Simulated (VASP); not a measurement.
# HF in VASP: further runs, part 2 of 2

VASP 6.6.1. The steps go on from the part before.

## (3) Single point, PBE+D3(BJ)

Input file INCAR:

```
SYSTEM = HF
  PREC = Accurate
  ENCUT = 1010
  EDIFF = 1E-6
  ISMEAR = -1
  SIGMA = 0.02
  LREAL = Auto
  LASPH = .True.
  NELM = 120
  ALGO = Normal
  ISIF = 2
  LWAVE = .False.
  LCHARG = .False.
  GGA = PE
  IVDW = 12
  NBANDS = 46
  GGA_COMPAT = .False.
```

Input file KPOINTS:

```
Automatic mesh
0
Gamma
  1 1 1
  0 0 0
```

Input file POSCAR:

```
HF
1.0
    6.2556220000      0.0000000000      0.0000000000
    0.0000000000      6.2556220000      0.0000000000
    0.0000000000      0.0000000000      6.2556220000
F H
8 8
Direct
    0.6599343758      0.5443583388      0.2389370713
   -0.0786652390      0.2081487660      0.1752823300
    0.4597304633     -0.1159437063      0.2599261912
    0.2906345684      0.4486524282      0.4185515046
    0.1422400522      0.2195465135      0.6661527822
    0.5028596677      0.8429377606      0.8024621692
    0.4145071425      0.2243581853      0.9808137384
    0.8408596299      0.9496897351      0.6446041657
    0.6101391676      0.6920814589      0.2458428594
   -0.1869358475      0.3133501353      0.1625098192
    0.4472616792     -0.0314916726      0.1413608431
    0.4361356872      0.4533042438      0.3668060506
    0.2237187605      0.2791888640      0.5492659243
    0.6391690547      0.8884807938      0.7364895130
    0.2905386547      0.2025058419      0.8936121780
    0.9398425928      1.0703491995      0.6536040701
```

Potentials or basis: VASP PAW PBE potentials, release 64 (F_h, H_h).

Started as:

```bash
$ cat potpaw_PBE.64/F_h/POTCAR potpaw_PBE.64/H_h/POTCAR > POTCAR
$ mpirun -np 1 vasp_gam > vasp.out
```

OUTCAR:

```text
SYSTEM = HF
   PREC = Accurate
   ENCUT = 1010
   EDIFF = 1E-6
   ISMEAR = -1
   LREAL = Auto
   LASPH = .True.
   NELM = 120
   ISIF = 2
   GGA = PE
   IVDW = 12
 IVDW          = 12

 ion  position               nearest neighbor table
   1  0.660  0.544  0.239-   9 0.98
   2  0.921  0.208  0.175-  10 0.95
   3  0.460  0.884  0.260-  11 0.91
   4  0.291  0.449  0.419-  12 0.97
   5  0.142  0.220  0.666-  13 0.97
   6  0.503  0.843  0.802-  14 0.99
[... 8 lines left out ...]
  15  0.291  0.203  0.894-   7 0.96
  16  0.940  0.070  0.654-   8 0.98

  LATTYP: Found a simple cubic cell.
 ALAT       =     6.2556220000

  Lattice vectors:

 A1 = (   6.2556220000,   0.0000000000,   0.0000000000)
 A2 = (   0.0000000000,   6.2556220000,   0.0000000000)
 A3 = (   0.0000000000,   0.0000000000,   6.2556220000)

Analysis of symmetry for initial positions (statically):
=====================================================================
 Subroutine PRICEL returns:
 Original cell was already a primitive cell.

 Routine SETGRP: Setting up the symmetry group for a
 simple cubic supercell.

 Subroutine GETGRP returns: Found  1 space group operations
 (whereof  1 operations were pure point group operations)
 out of a pool of 48 trial point group operations.

The static configuration has the point symmetry C_1 .

Analysis of symmetry for dynamics (positions and initial velocities):
=====================================================================
 Subroutine PRICEL returns:
 Original cell was already a primitive cell.

 Routine SETGRP: Setting up the symmetry group for a
 simple cubic supercell.

 Subroutine GETGRP returns: Found  1 space group operations
 (whereof  1 operations were pure point group operations)
 out of a pool of 48 trial point group operations.

The dynamic configuration has the point symmetry C_1 .

[... 124 lines left out ...]
  Fermi-wavevector in a.u.,A,eV,Ry     =   1.046801  1.978168 14.909173  1.095793
  Thomas-Fermi vector in A             =   2.181655
   LORBIT       =      0    0 simple, 1 ext, 2 COOP (PROOUT), +10 PAW based schemes
   GGA     = PE    functional components
   LHFCALC =     F    Hartree Fock is set to
   AEXX    =    0.0000 exact exchange contribution
   IVDW    =    12    specifies the selected vdW correction
   LEPSILON=     F    determine dielectric tensor
   LRPA    =     F    only Hartree local field effects (RPA)
 non-spin polarized calculation
  energy-cutoff  :     1010.00
  volume of cell :      244.80
 maximum number of plane-waves:      8923
 NGX is ok and might be reduce to    70
   NGX = 33   NGY = 33   NGZ = 33

 number of electron      64.0000004 magnetization

 Free energy of the ion-electron system (eV)
  ---------------------------------------------------
  ext. energy  EPLUGINS =         0.00000000
  ---------------------------------------------------
  free energy    TOTEN  =       -65.92083774 eV

  energy without entropy =      -65.92083774  energy(sigma->0) =      -65.92083774

 E-fermi :  -5.2635     XC(G=0):  -5.8862

 val. band max:       -5.7818855904   @ k =   0.0000   0.0000   0.0000
 cond. band min:       0.5377718078   @ k =   0.0000   0.0000   0.0000
 fundamental gap:      6.3196573982
 Fermi energy:        -5.2634811892

 k-point     1 :       0.0000    0.0000    0.0000
  band No.  band energies     occupation
      1     -28.7155      2.00000
      2     -28.4872      2.00000
      3     -28.0190      2.00000
      4     -27.7680      2.00000
      5     -27.5527      2.00000
      6     -27.1593      2.00000
[... 36 lines left out ...]
     43       7.2371      0.00000
     44       7.3524      0.00000
 [bands above 44 left out]

------------------------ aborting loop because EDIFF is reached ----------------------------------------

 Edisp (eV)   -0.33023

 E8    (eV) :    -0.0660

  FORCE on cell =-STRESS in cart. coord.  units (eV):
  Direction    XX          YY          ZZ          XY          YZ          ZX
  --------------------------------------------------------------------------------------
  -------------------------------------------------------------------------------------
  Total      -1.17674     0.58378     1.86789     0.25558    -1.39430    -0.42284
  in kB      -7.70154     3.82074    12.22502     1.67275    -9.12549    -2.76741
  external pressure =        2.78 kB  Pullay stress =        0.00 kB

 VOLUME and BASIS-vectors are now :
 -----------------------------------------------------------------------------
  energy-cutoff  :     1010.00
  volume of cell :      244.80
      direct lattice vectors                 reciprocal lattice vectors
     6.255622000  0.000000000  0.000000000     0.159856206  0.000000000  0.000000000
     0.000000000  6.255622000  0.000000000     0.000000000  0.159856206  0.000000000
     0.000000000  0.000000000  6.255622000     0.000000000  0.000000000  0.159856206

 POSITION                                       TOTAL-FORCE (eV/Angst)
 -----------------------------------------------------------------------------------
      4.12830      3.40530      1.49470        -0.263130     -0.015552      0.415351
      5.76352      1.30210      1.09650        -0.323242      0.139898     -0.112131
      2.87590      5.53032      1.62600         0.219046     -1.038416      1.783142
      1.81810      2.80660      2.61830         0.703833      0.118073     -0.436647
      0.88980      1.37340      4.16720        -0.685507     -0.890958      1.102355
      3.14570      5.27310      5.01990         0.740706      0.019015     -0.387021
[... 8 lines left out ...]
      1.81750      1.26680      5.59010         0.406340      0.168957      0.024639
      5.87930      0.44008      4.08870        -0.274600     -0.530859     -0.079396
 -----------------------------------------------------------------------------------
    total drift:                               -0.004122     -0.001109     -0.003150

  FREE ENERGIE OF THE ION-ELECTRON SYSTEM (eV)
  ---------------------------------------------------
  free  energy   TOTEN  =       -66.2510722609 eV

  energy  without entropy=      -66.2510722609  energy(sigma->0) =      -66.25107226
```

stdout:

```text
POSCAR found type information on POSCAR F H
 POSCAR found :  2 types and      16 ions
 scaLAPACK will be used
 LDA part: xc-table for (Slater+PW92), standard interpolation
 POSCAR, INCAR and KPOINTS ok, starting setup
 FFT: planning ... GRIDC
 FFT: planning ... GRID_SOFT
 FFT: planning ... GRID
 WAVECAR not read
 entering main loop
```

It took 39 s on 1 thread of Intel Xeon 6975P-C (Granite Rapids), shared host; peak memory 0.62 GiB.

What came out:

```
Free energy                : -66.2511 eV
Pressure                   : 0.3 GPa
Largest force              : 2.346 eV/Å
Dispersion energy per atom : -0.021 eV
```

Forces in eV/Å, atoms in the order of the input:
```
F   -0.263 -0.016  0.415
F   -0.323  0.140 -0.112
F    0.219 -1.038  1.783
F    0.704  0.118 -0.437
F   -0.686 -0.891  1.102
F    0.741  0.019 -0.387
F   -0.323 -0.176  0.216
F    0.780  0.508 -0.334
H   -0.056 -0.011 -0.311
H    0.413 -0.133  0.052
H   -0.106  1.290 -1.956
H   -0.227  0.128 -0.151
H    0.109  0.631 -0.521
H   -1.115 -0.207  0.694
H    0.406  0.169  0.025
H   -0.275 -0.531 -0.079
```

Levels at points of the mesh, in eV from the Fermi level:
```csv
k point,band 29,band 30,band 31,band 32,band 33,band 34,band 35,band 36
"(0.00, 0.00, 0.00)",-1.33,-1.28,-0.66,-0.52,5.80,9.34,9.43,9.76
```

Caveat: the k points lie up to 1.00 Å⁻¹ apart, too coarse for converged energies, forces and pressures.
